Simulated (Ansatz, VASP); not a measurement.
# Au in VASP and in Ansatz

```
Au
1.0
     0.00000    2.02383    2.02383
     2.02383    0.00000    2.02383
     2.02383    2.02383    0.00000
Au
1
Direct
  0.00000 0.00000 0.00000
```

Alike in both runs: task relaxation of cell and atoms; functional LDA; k mesh 16 × 16 × 16; occupations fermi-dirac, width 0.15 eV; no spin polarisation.

|  | VASP | Ansatz |
| --- | --- | --- |
| version | VASP 6.6.1 | Ansatz 0.2.0 |
| potentials or method | VASP PAW LDA potentials, release 64 (Au), cutoff 600 eV | scalar-relativistic, plane waves, PAW |
| valence electrons in the cell | 11 | 19 |

Ansatz gave:

```
gap on the k mesh at the Fermi level, each at its own relaxed structure (eV) : none
relaxed volume (Å³/atom)                                                     : 16.58
relaxed cell length with the largest relative difference (Å)                 : 2.862
```

Problem. What did VASP give for the same quantities?

Solution. gap on the k mesh at the Fermi level, each at its own relaxed structure (eV): none; relaxed volume (Å³/atom): 16.64; relaxed cell length with the largest relative difference (Å): 2.865.

Ansatz warns that its potentials were made for another functional, while VASP's fit it. LDA's correlation is that of Perdew and Zunger in VASP and of Perdew and Wang (1992) in Ansatz. A gap of «none» marks a metal or a gap that the smearing closes. VASP's potentials hold 11 valence electrons a cell and Ansatz's 19, so a difference there can come from the potentials and not from the codes.

Neither program's run includes spin-orbit coupling.
